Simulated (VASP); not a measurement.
Hf:

```xyz
1
Lattice="0.0000 2.1549 2.1549 2.1549 0.0000 2.1549 2.1549 2.1549 0.0000" Properties=species:S:1:pos:R:3 pbc="T T T"
Hf    0.0000    0.0000    0.0000
```

| Quantity | Value |
| --- | --- |
| Program | VASP 6.6.1 |
| Task | relaxation of cell and atoms |
| Functional | PBE |
| Potentials or basis | VASP PAW PBE potentials, release 64 (Hf_pv) |
| Cutoff | 600 eV |
| k mesh | 13 × 13 × 13 |
| Occupations | fermi-dirac, width 0.05 eV |
| Spin | no spin polarisation |

At the start: pressure 14.7 GPa; volume 20.01 Å³/atom.

**Question.** Where does the relaxation end?

**Answer.** Over 18 steps the energy falls by 103.2 meV/atom and the volume is 22.46 Å³/atom (+12.2 %); space group Fm-3m (No. 225, to 0.05 Å).

Step by step:
| step | energy change (eV) | largest force (eV/Å) | pressure (GPa) | volume (Å³) |
| --- | --- | --- | --- | --- |
| 1 | 0.0000 | 0.0000 | 14.68 | 20.01 |
| 2 | 0.0281 | 0.0000 | -11.32 | 25.81 |
| 3 | -0.1031 | 0.0000 | -0.34 | 22.54 |
| 4 | -0.1032 | 0.0000 | -0.04 | 22.47 |
| 5 | -0.1032 | 0.0000 | 0.20 | 22.42 |
| 6 | -0.1032 | 0.0000 | 0.20 | 22.42 |
| 7 | -0.1032 | 0.0000 | 0.18 | 22.42 |
| 8 | -0.1032 | 0.0000 | 0.18 | 22.42 |
| 9 | -0.1032 | 0.0000 | 0.18 | 22.42 |
| 10 | -0.1032 | 0.0000 | 0.18 | 22.42 |
| 11 | -0.1032 | 0.0000 | 0.18 | 22.42 |
| 12 | -0.1032 | 0.0000 | 0.18 | 22.43 |
| 13 | -0.1032 | 0.0000 | 0.16 | 22.43 |
| 14 | -0.1032 | 0.0000 | 0.15 | 22.43 |
| 15 | -0.1032 | 0.0000 | 0.12 | 22.44 |
| 16 | -0.1032 | 0.0000 | 0.05 | 22.45 |
| 17 | -0.1032 | 0.0000 | -0.07 | 22.48 |
| 18 | -0.1032 | 0.0000 | 0.00 | 22.46 |

Final structure:
```
CELL_PARAMETERS angstrom
0.00000 2.23943 2.23943
2.23943 0.00000 2.23943
2.23943 2.23943 0.00000
ATOMIC_POSITIONS crystal
Hf 0.00000 0.00000 0.00000
```
